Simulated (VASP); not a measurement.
# W: single point with PBE

The system is W.

```xyz
1
Lattice="0.0000 2.0026 2.0026 2.0026 0.0000 2.0026 2.0026 2.0026 0.0000" Properties=species:S:1:pos:R:3 pbc="T T T"
W     0.0000    0.0000    0.0000
```

This cell differs from its parent crystal: volume scaled by 0.96.

```
Program                : VASP 6.6.1
Task                   : single point
Functional             : PBE
Potentials or basis    : VASP PAW PBE potentials, release 64 (W_sv)
Cutoff                 : 520 eV
k mesh                 : 11 × 11 × 11
Occupations            : fermi-dirac, width 0.05 eV
Spin                   : no spin polarisation
Dipole correction      : no
Further INCAR settings : ALGO = Fast; EDIFF = 1e-06; NBANDS = 13
```

```
Pressure               : 7.8 GPa
Band gap on the k mesh : zero (band 7 reaches 13.56 eV, above the bottom of band 8 at 10.20 eV)
```

Levels at points of the mesh, in eV from the Fermi level:
```
           k point  band 5  band 6  band 7  band 8  band 9  band 10
(0.00, 0.00, 0.00)   -9.09   -0.57   -0.57   -0.57    2.65     2.65
```

Wall time 10 s on 1 thread of Intel(R) Xeon(R) Platinum 8488C (Sapphire Rapids), with other jobs on the host, peak memory 0.14 GiB.

Caveat: spin-orbit coupling is left out, which moves the levels of the heavy elements.
